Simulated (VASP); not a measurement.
# AlN (P6_3mc) in VASP: notebook, part 2 of 2

VASP 6.6.1.

## Step 4: Single point, LDA (volume scaled by 1.02)

INCAR

```
SYSTEM = AlN
ALGO = Normal
EDIFF = 1E-7
ENCUT = 520
GGA = CA
ISIF = 2
ISMEAR = -1
LASPH = .TRUE.
LCHARG = .FALSE.
LREAL = .FALSE.
LWAVE = .FALSE.
NBANDS = 16
NELM = 80
PREC = Accurate
SIGMA = 0.05
```

KPOINTS

```
k-points
0
G
  10 10 6
  0 0 0
```

POSCAR

```
AlN
1.0
    3.1336164949      0.0000000000      0.0000000000
   -1.5668082474      2.7137914903      0.0000000000
    0.0000000000      0.0000000000      5.0139877163
Al N
2 2
Direct
    0.6666666667      0.3333333333      0.5000000000
    0.3333333333      0.6666666667      0.0000000000
    0.6666666667      0.3333333333      0.8800000000
    0.3333333333      0.6666666667      0.3800000000
```

Potentials or basis: VASP PAW LDA potentials, release 64 (Al, N).

Launch:

```
$ cat potpaw_LDA.64/Al/POTCAR potpaw_LDA.64/N/POTCAR > POTCAR
$ mpirun -np 1 vasp_std > vasp.out
```

OUTCAR:

```text
SYSTEM = AlN
   EDIFF = 1E-7
   ENCUT = 520
   GGA = CA
   ISIF = 2
   ISMEAR = -1
   LASPH = .TRUE.
   LREAL = .FALSE.
   NELM = 80
   PREC = Accurate

 ion  position               nearest neighbor table
   1  0.667  0.333  0.500-   3 1.91   4 1.91   4 1.91   4 1.91   2 3.09   2 3.09   2 3.09   2 3.09
                             2 3.09   2 3.09
   2  0.333  0.667  0.000-   4 1.91   3 1.91   3 1.91   3 1.91   1 3.09   1 3.09   1 3.09   1 3.09
                             1 3.09   1 3.09
   3  0.667  0.333  0.880-   1 1.91   2 1.91   2 1.91   2 1.91
   4  0.333  0.667  0.380-   2 1.91   1 1.91   1 1.91   1 1.91

[... 660 lines left out ...]
  -------------------------------------------------------------------------------------
  Total       -2.2404139     -2.2404139     -1.7594262     -0.0000000     -0.0000000     -0.0000000
  in kB      -84.1847177    -84.1847177    -66.1113523     -0.0000000     -0.0000000     -0.0000000
  external PRESSURE =     -78.1602625 kB  Pullay stress =       0.0000000 kB

 VOLUME and BASIS-vectors are now :
 -----------------------------------------------------------------------------
  energy-cutoff  :      520.00
  volume of cell :       42.64
      direct lattice vectors                 reciprocal lattice vectors
     3.133616495  0.000000000  0.000000000     0.319120097  0.184244074  0.000000000
    -1.566808247  2.713791490  0.000000000     0.000000000  0.368488148  0.000000000
     0.000000000  0.000000000  5.013987716     0.000000000  0.000000000  0.199442052

 POSITION                                       TOTAL-FORCE (eV/Angst)
 -----------------------------------------------------------------------------------
      1.56681      0.90460      2.50699         0.000000     -0.000000     -0.104822
     -0.00000      1.80919      0.00000         0.000000      0.000000     -0.104822
      1.56681      0.90460      4.41231        -0.000000     -0.000000      0.104822
     -0.00000      1.80919      1.90532        -0.000000     -0.000000      0.104822
 -----------------------------------------------------------------------------------
    total drift:                               -0.000000      0.000000      0.000616

  FREE ENERGIE OF THE ION-ELECTRON SYSTEM (eV)
  ---------------------------------------------------
  free  energy   TOTEN  =       -32.7989908016 eV

  energy  without entropy=      -32.7989908016  energy(sigma->0) =      -32.79899080
```

OSZICAR:

```text
N       E                     dE             d eps       ncg     rms          rms(c)
DAV:   1     0.366360606740E+02    0.36636E+02   -0.72829E+03  1792   0.895E+02
DAV:   2    -0.345376560518E+02   -0.71174E+02   -0.65789E+02  2520   0.176E+02
DAV:   3    -0.377437296966E+02   -0.32061E+01   -0.31987E+01  2184   0.382E+01
DAV:   4    -0.377603954684E+02   -0.16666E-01   -0.16665E-01  2256   0.330E+00
DAV:   5    -0.377605654323E+02   -0.16996E-03   -0.16996E-03  2224   0.324E-01    0.121E+01
DAV:   6    -0.329107630825E+02    0.48498E+01   -0.11437E+01  1888   0.238E+01    0.428E+00
DAV:   7    -0.328605979575E+02    0.50165E-01   -0.48694E-01  2176   0.459E+00    0.278E+00
DAV:   8    -0.328016888198E+02    0.58909E-01   -0.74293E-02  1904   0.228E+00    0.365E-01
DAV:   9    -0.327988801649E+02    0.28087E-02   -0.61611E-03  2272   0.559E-01    0.228E-01
DAV:  10    -0.327990466170E+02   -0.16645E-03   -0.62861E-04  1992   0.158E-01    0.125E-01
DAV:  11    -0.327989914211E+02    0.55196E-04   -0.93862E-05  2200   0.715E-02    0.223E-02
DAV:  12    -0.327989909245E+02    0.49663E-06   -0.16454E-06  2224   0.965E-03    0.591E-03
DAV:  13    -0.327989907863E+02    0.13818E-06   -0.78982E-07  2232   0.648E-03    0.105E-03
DAV:  14    -0.327989908016E+02   -0.15302E-07   -0.12266E-08  1048   0.937E-04
   1 F= -.32798991E+02 E0= -.32798991E+02  d E =-.158690E-10
```

stdout:

```text
POSCAR found type information on POSCAR AlN
 POSCAR found :  2 types and       4 ions
 scaLAPACK will be used
 LDA part: xc-table for (Slater(with rela. corr.)+CA(PZ))
 , standard interpolation
 POSCAR, INCAR and KPOINTS ok, starting setup
 FFT: planning ... GRIDC
 FFT: planning ... GRID_SOFT
 FFT: planning ... GRID
 WAVECAR not read
 entering main loop
```

Run time: 14 s. Hardware: 1 thread of Intel Xeon 6975P-C (Granite Rapids), shared host; peak memory 0.15 GiB.

What came out:

```
Free energy            : -32.7990 eV
Pressure               : -7.8 GPa
Largest force          : 0.105 eV/Å
Band gap on the k mesh : 4.07 eV, direct
```

Forces on the atoms (eV/Å):
```
Al   0.000  0.000 -0.105
Al   0.000  0.000 -0.105
N    0.000  0.000  0.105
N    0.000  0.000  0.105
```

 A k mesh can miss the band edges.

## Step 5: Single point, PBEsol (volume scaled by 1.02)

INCAR

```
SYSTEM = AlN
PREC = Accurate
ENCUT = 520
EDIFF = 1E-6
ISMEAR = -1
SIGMA = 0.05
LREAL = .False.
LASPH = .True.
NELM = 80
ALGO = Normal
ISIF = 2
LWAVE = .False.
LCHARG = .True.
GGA = PS
LELF = .True.
LVHAR = .True.
NBANDS = 16
```

KPOINTS

```
Automatic mesh
0
Gamma
  10 10 6
  0 0 0
```

POSCAR is that of step 4.

Potentials or basis: VASP PAW PBE potentials, release 64 (Al, N).

Launch:

```
$ cat potpaw_PBE.64/Al/POTCAR potpaw_PBE.64/N/POTCAR > POTCAR
$ mpirun -np 1 vasp_std > vasp.out
```

OUTCAR:

```text
SYSTEM = AlN
   PREC = Accurate
   ENCUT = 520
   EDIFF = 1E-6
   ISMEAR = -1
   LREAL = .False.
   LASPH = .True.
   NELM = 80
   ISIF = 2
   GGA = PS

 ion  position               nearest neighbor table
   1  0.667  0.333  0.500-   3 1.91   4 1.91   4 1.91   4 1.91   2 3.09   2 3.09   2 3.09   2 3.09
                             2 3.09   2 3.09
   2  0.333  0.667  0.000-   4 1.91   3 1.91   3 1.91   3 1.91   1 3.09   1 3.09   1 3.09   1 3.09
                             1 3.09   1 3.09
   3  0.667  0.333  0.880-   1 1.91   2 1.91   2 1.91   2 1.91
   4  0.333  0.667  0.380-   2 1.91   1 1.91   1 1.91   1 1.91

  LATTYP: Found a hexagonal cell.
 ALAT       =     3.1336164949
 C/A-ratio  =     1.6000642467

  Lattice vectors:

 A1 = (   3.1336164949,   0.0000000000,   0.0000000000)
 A2 = (  -1.5668082474,   2.7137914903,   0.0000000000)
 A3 = (   0.0000000000,   0.0000000000,   5.0139877163)

Analysis of symmetry for initial positions (statically):
=====================================================================
 Subroutine PRICEL returns:
 Original cell was already a primitive cell.

 Routine SETGRP: Setting up the symmetry group for a
 hexagonal supercell.

 Subroutine GETGRP returns: Found 12 space group operations
 (whereof  6 operations were pure point group operations)
 out of a pool of 24 trial point group operations.

The static configuration has the point symmetry C_3v.
 The point group associated with its full space group is C_6v.

Analysis of symmetry for dynamics (positions and initial velocities):
=====================================================================
 Subroutine PRICEL returns:
 Original cell was already a primitive cell.

 Routine SETGRP: Setting up the symmetry group for a
 hexagonal supercell.

 Subroutine GETGRP returns: Found 12 space group operations
 (whereof  6 operations were pure point group operations)
 out of a pool of 24 trial point group operations.

The dynamic configuration has the point symmetry C_3v.
 The point group associated with its full space group is C_6v.
[... 125 lines left out ...]
  Fermi-wavevector in a.u.,A,eV,Ry     =   1.180809  2.231405 18.970736  1.394310
  Thomas-Fermi vector in A             =   2.317094
   LORBIT       =      0    0 simple, 1 ext, 2 COOP (PROOUT), +10 PAW based schemes
   GGA     = PS    functional components
   LHFCALC =     F    Hartree Fock is set to
   AEXX    =    0.0000 exact exchange contribution
   IVDW    =     0    specifies the selected vdW correction
   LEPSILON=     F    determine dielectric tensor
   LRPA    =     F    only Hartree local field effects (RPA)
 non-spin polarized calculation
  energy-cutoff  :      520.00
  volume of cell :       42.64
 maximum number of plane-waves:      1170
 NGX is ok and might be reduce to    24
   NGX = 11   NGY = 11   NGZ = 19

 number of electron      15.9999998 magnetization

 Free energy of the ion-electron system (eV)
  ---------------------------------------------------
  ext. energy  EPLUGINS =         0.00000000
  ---------------------------------------------------
  free energy    TOTEN  =       -31.30239618 eV

  energy without entropy =      -31.30239618  energy(sigma->0) =      -31.30239618

 E-fermi :   6.8741     XC(G=0): -11.0177

 val. band max:        5.8410405687   @ k =   0.0000   0.0000   0.0000
 cond. band min:       9.8178172881   @ k =   0.0000   0.0000   0.0000
 fundamental gap:      3.9767767194
 Fermi energy:         6.8741410904

 k-point     1 :       0.0000    0.0000    0.0000
  band No.  band energies     occupation
      1      -9.1768      2.00000
      2      -7.0527      2.00000
      3      -0.1043      2.00000
      4       5.0150      2.00000
      5       5.0150      2.00000
      6       5.6655      2.00000
[... 433 lines left out ...]
      3       0.4826      2.00000
      4       1.4865      2.00000
      5       2.8034      2.00000
      6       3.5844      2.00000
[... 8 lines left out ...]
     15      18.2125      0.00000
     16      20.4339      0.00000

 [... further k-points ...]

------------------------ aborting loop because EDIFF is reached ----------------------------------------

  FORCE on cell =-STRESS in cart. coord.  units (eV):
  Direction    XX          YY          ZZ          XY          YZ          ZX
  --------------------------------------------------------------------------------------
  -------------------------------------------------------------------------------------
  Total       -1.1254148     -1.1254148     -0.6983599     -0.0000000      0.0000000      0.0000000
  in kB      -42.2880458    -42.2880458    -26.2412377     -0.0000000      0.0000000      0.0000000
  external PRESSURE =     -36.9391097 kB  Pullay stress =       0.0000000 kB

 VOLUME and BASIS-vectors are now :
 -----------------------------------------------------------------------------
  energy-cutoff  :      520.00
  volume of cell :       42.64
      direct lattice vectors                 reciprocal lattice vectors
     3.133616495  0.000000000  0.000000000     0.319120097  0.184244074  0.000000000
    -1.566808247  2.713791490  0.000000000     0.000000000  0.368488148  0.000000000
     0.000000000  0.000000000  5.013987716     0.000000000  0.000000000  0.199442052

 POSITION                                       TOTAL-FORCE (eV/Angst)
 -----------------------------------------------------------------------------------
      1.56681      0.90460      2.50699        -0.000000      0.000000     -0.117313
     -0.00000      1.80919      0.00000         0.000000     -0.000000     -0.117313
      1.56681      0.90460      4.41231        -0.000000      0.000000      0.117313
     -0.00000      1.80919      1.90532         0.000000     -0.000000      0.117313
 -----------------------------------------------------------------------------------
    total drift:                               -0.000000     -0.000000      0.000501

  FREE ENERGIE OF THE ION-ELECTRON SYSTEM (eV)
  ---------------------------------------------------
  free  energy   TOTEN  =       -31.3023961775 eV

  energy  without entropy=      -31.3023961775  energy(sigma->0) =      -31.30239618
```

stdout:

```text
POSCAR found type information on POSCAR AlN
 POSCAR found :  2 types and       4 ions
 scaLAPACK will be used
 -----------------------------------------------------------------------------
|                                                                             |
|                                                                             |
|     You enforced a specific xc type in the INCAR file but a different       |
|     I HOPE YOU KNOW WHAT YOU ARE DOING!                                     |
|                                                                             |
 -----------------------------------------------------------------------------

 LDA part: xc-table for (Slater+PW92), standard interpolation
 POSCAR, INCAR and KPOINTS ok, starting setup
 FFT: planning ... GRIDC
 FFT: planning ... GRID_SOFT
 FFT: planning ... GRID
 WAVECAR not read
 entering main loop
```

Run time: 11 s. Hardware: 1 thread of Intel Xeon 6975P-C (Granite Rapids), shared host; peak memory 0.17 GiB.

Results:

```
Free energy            : -31.3024 eV
Pressure               : -3.7 GPa
Largest force          : 0.117 eV/Å
Band gap on the k mesh : 3.98 eV, direct
```

Forces in eV/Å, atoms in the order of the input:
```
Al   0.000  0.000 -0.117
Al   0.000  0.000 -0.117
N    0.000  0.000  0.117
N    0.000  0.000  0.117
```

Caveat: the PAW data sets were made with another functional, which shifts forces and pressure a little.

## Step 6: The runs side by side

| level | potentials or basis | cell | gap on the mesh (eV) | pressure (GPa) | largest force (eV/Å) |
| --- | --- | --- | --- | --- | --- |
| LDA | VASP PAW LDA potentials, release 64 (Al, N) | a = 3.113, b = 3.113, c = 4.981 Å, angles 90.0, 90.0, 120.0°, 4 atoms | 4.25 | -4.1 | 0.12 |
| PBEsol | VASP PAW PBE potentials, release 64 (Al, N) | a = 3.113, b = 3.113, c = 4.981 Å, angles 90.0, 90.0, 120.0°, 4 atoms | 4.15 | 0.2 | 0.13 |
| LDA | VASP PAW LDA potentials, release 64 (Al, N) | a = 3.134, b = 3.134, c = 5.014 Å, angles 90.0, 90.0, 120.0°, 4 atoms | 4.07 | -7.8 | 0.10 |
| PBEsol | VASP PAW PBE potentials, release 64 (Al, N) | a = 3.134, b = 3.134, c = 5.014 Å, angles 90.0, 90.0, 120.0°, 4 atoms | 3.98 | -3.7 | 0.12 |

Alike in all rows: task single point; no spin polarisation; k mesh 10 × 10 × 6; cutoff (eV) 520; smearing fermi-dirac 0.05 eV.

Caveats: the PAW data sets were made with another functional, which shifts forces and pressure a little (some runs).

Total energies depend on the potentials used, so only differences within one code and one set of settings carry meaning.
